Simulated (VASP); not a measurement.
Set up this calculation in VASP 6.6.1, as the native input.

```yaml
Task: single point
Functional: PBE
Potentials_or_basis: VASP PAW PBE potentials, release 64 (Al)
Cutoff: 520 eV
k_mesh: 6 × 6 × 6
Occupations: gaussian, width 0.1 eV
Spin: no spin polarisation
Dipole_correction: no
Further_INCAR_settings: ALGO = Normal; EDIFF = 1e-07; NBANDS = 8
```

The structure of Al lies in POSCAR:

```
Al
1.0
   -1.5912186900      1.5912186900      1.5912186900
    1.5912186900     -1.5912186900      1.5912186900
    1.5912186900      1.5912186900     -1.5912186900
Al
1
Direct
    0.0000000000      0.0000000000      0.0000000000
```

One way to write it, as run:

INCAR

```
ALGO = Normal
EDIFF = 1E-7
ENCUT = 520
GGA = PE
ISIF = 2
ISMEAR = 0
LASPH = T
LCHARG = F
LREAL = F
LWAVE = F
NBANDS = 8
NELM = 100
PREC = Accurate
SIGMA = 0.1
```

KPOINTS

```
k-points
0
Gamma
  6 6 6
```

Potentials or basis: VASP PAW PBE potentials, release 64 (Al).

Run with:

```console
$ cat potpaw_PBE.64/Al/POTCAR > POTCAR
$ mpirun -np 1 vasp_std > vasp.out
```

It gave:

```
Pressure : 4.3 GPa
```

Caveat: the k points lie up to 0.47 Å⁻¹ apart.

Wall time 1.2 s on 1 thread of Intel(R) Xeon(R) 6975P-C (Granite Rapids) (shared host), peak memory 0.11 GiB.
